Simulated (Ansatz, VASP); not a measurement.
**Two plane-wave programs on CaSe**

```
CELL_PARAMETERS angstrom
0.00000 2.95600 2.95600
2.95600 0.00000 2.95600
2.95600 2.95600 0.00000
ATOMIC_POSITIONS crystal
Ca 0.00000 0.00000 0.00000
Se 0.50000 0.50000 0.50000
```

Alike in both runs: task electric field gradients; functional PBE; k mesh 7 × 7 × 7; occupations fermi-dirac, width 0.02 eV; no spin polarisation.

|  | VASP | Ansatz |
| --- | --- | --- |
| version | VASP 6.6.1 | Ansatz 0.2.0 |
| potentials or method | VASP PAW PBE potentials, release 64 (Ca_sv, Se) | PAW with Ansatz's default frozen-core files, scalar-relativistic |
| plane-wave cutoff (eV) | 520 | 420 |
| valence electrons in the cell | 16 | 26 |

|  | VASP | Ansatz | Ansatz less VASP |
| --- | --- | --- | --- |
| gap on the k mesh at the Fermi level (eV) | 2.08 | 2.09 | +0.010 |
| pressure (GPa) | 1.4 | 1.2 | -0.18 |

VASP's potentials hold 16 valence electrons a cell and Ansatz's 26, so a difference there can come from the potentials and not from the codes.
